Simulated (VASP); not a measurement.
Here is a VASP 6.6.1 calculation.

Contents of INCAR:

```
PREC = Accurate ; ENCUT = 600
EDIFF = 1E-6 ; ISMEAR = 0
SIGMA = 0.1 ; LREAL = False
LASPH = True ; NELM = 60
ALGO = Normal ; ISIF = 3
LWAVE = False ; LCHARG = False
GGA = PS ; IBRION = 2
NSW = 100 ; EDIFFG = -0.005
```

File KPOINTS:

```
Automatic mesh
0
Gamma
  16 16 16
```

File POSCAR:

```
As
1.0
    2.7036817444      0.0000000000      0.0000000000
    0.0000000000      2.7036817444      0.0000000000
    0.0000000000      0.0000000000      2.7036817444
As
1
Direct
    0.5000000000      0.5000000000      0.5000000000
```

Potentials or basis: VASP PAW PBE potentials, release 64 (As).

The run is started by

```console
$ cat potpaw_PBE.64/As/POTCAR > POTCAR
$ mpirun -np 1 vasp_std > vasp.out
```

Problem. Predict the relaxed volume.

Solution. 19.51 Å³/atom.

Problem. Estimate the space group after relaxing (to 0.05 Å).

Solution. Pm-3m (No. 221).

Problem. What does it give for the relaxed cell?

Solution. a = 2.692 Å, b = 2.692 Å, c = 2.692 Å, α = 90.00°, β = 90.00°, γ = 90.00°.

The path:
```
step  energy change (eV)  largest force (eV/Å)  pressure (GPa)  volume (Å³)
   1              0.0000                0.0000           -1.16        19.76
   2             -0.0006                0.0000            0.74        19.36
   3             -0.0009                0.0000            0.00        19.51
```

Caveat: the PAW data sets were made with another functional, which shifts forces and pressure a little.
